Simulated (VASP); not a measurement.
Set up this calculation in VASP 6.6.1, as the native input.

```yaml
Task: single point
Functional: PBEsol
Potentials_or_basis: VASP PAW PBE potentials, release 64 (Al, Cu, Br)
Cutoff: 520 eV
k_mesh: 7 × 7 × 1
Occupations: gaussian, width 0.1 eV
Spin: no spin polarisation
Dipole_correction: yes
Further_INCAR_settings: ALGO = Normal; EDIFF = 1e-06; NBANDS = 50
```

The structure of Al8Cu4Br lies in POSCAR:

```
Al8Cu4Br
1.0
    4.8278486171      0.0000000000      0.0000000000
   -2.4139243086      4.2377626295      0.0000000000
    0.0000000000      0.0000000000     26.1252049305
Al Cu Br
8 4 1
Direct
    0.4093199580      0.8186399160      0.3253562995
    0.0906800420      0.1813600840      0.3253562995
    0.7500000000      0.5000000000      0.3770427966
    0.2500000000      0.5000000000      0.4358795398
    0.9147472542      0.8294945084      0.4891076206
    0.5970330110      0.1940660221      0.4859413371
    0.2637361826      0.5274723652      0.5412099440
    0.7605593168      0.5211186336      0.5899169098
    0.7500000000      0.0000000000      0.4064611682
    0.2500000000      0.0000000000      0.4064611682
    0.2664897446      0.0302517948      0.5672249226
    0.7637620502      0.0302517948      0.5672249226
    0.9296876647     -0.1406246705      0.6630083820
```

One way to write it, as run:

INCAR

```
SYSTEM = Al8Cu4Br
PREC = Accurate ; ENCUT = 520
EDIFF = 1E-6 ; ISMEAR = 0
SIGMA = 0.1 ; LREAL = .False.
LASPH = .True. ; NELM = 80
ALGO = Normal ; ISIF = 2
LWAVE = .False. ; LCHARG = .False.
LDIPOL = .True. ; IDIPOL = 3
DIPOL = 0.5 0.5 0.475 ; GGA = PS
NBANDS = 50
```

KPOINTS

```
Automatic mesh
0
Gamma
  7 7 1
  0 0 0
```

Potentials or basis: VASP PAW PBE potentials, release 64 (Al, Cu, Br).

Run with:

```bash
$ cat potpaw_PBE.64/Al/POTCAR potpaw_PBE.64/Cu/POTCAR potpaw_PBE.64/Br/POTCAR > POTCAR
$ mpirun -np 1 vasp_std > vasp.out
```

It gave:

| Item | Value |
| --- | --- |
| Largest force | 0.191 eV/Å |
| Band gap on the k mesh | zero (an odd number of electrons rules out a gap without spin polarisation) |

Caveat: the PAW data sets were made with another functional, which shifts forces and pressure a little; an odd number of electrons without spin polarisation forces a metal; a magnetic or distorted state may lie lower.

It took 44 min on 1 thread of Intel Xeon 8259CL, on a shared host, peak memory 0.76 GiB.
